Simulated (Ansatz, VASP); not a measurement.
## Two plane-wave programs on MgAlC2N2

```
Mg Al C N
1.0
     3.92741   -1.52116   -0.00333
     3.92741    1.52116   -0.00333
    -1.29699    0.00000    5.24175
Mg Al C N
1 1 2 2
Direct
  0.00000 0.00000 0.00000
  0.50000 0.50000 0.50000
  0.82750 0.82750 0.29530
  0.17250 0.17250 0.70470
  0.66263 0.66263 0.24840
  0.33737 0.33737 0.75160
```

Alike in both runs: functional PBE; k mesh 14 × 14 × 8; occupations gaussian, width 0.1 eV; no spin polarisation.

Ansatz relaxed the structure, and its values are those at the end. VASP's run is a single point on that final structure, the one shown.

```csv
,VASP,Ansatz
version,VASP 6.6.1,Ansatz 0.2.0
potentials or method,"VASP PAW PBE potentials, release 64 (Mg, Al, C, N), cutoff 520 eV","scalar-relativistic, plane waves, PAW"
valence electrons in the cell,23,31
```

|  | VASP | Ansatz | Ansatz less VASP |
| --- | --- | --- | --- |
| gap on the k mesh at the Fermi level (eV) | none | none | - |
| pressure (GPa) | 0.0 | 0.0 | 0.00 |
| rms of the force components (eV/Å) | 0.073 | 0.001 | -0.0721 |

A gap of «none» marks a metal or a gap that the smearing closes. VASP's potentials hold 23 valence electrons a cell and Ansatz's 31, so a difference there can come from the potentials and not from the codes.

Noted on VASP's run: the standard files for N, O and F lose accuracy on very short bonds.
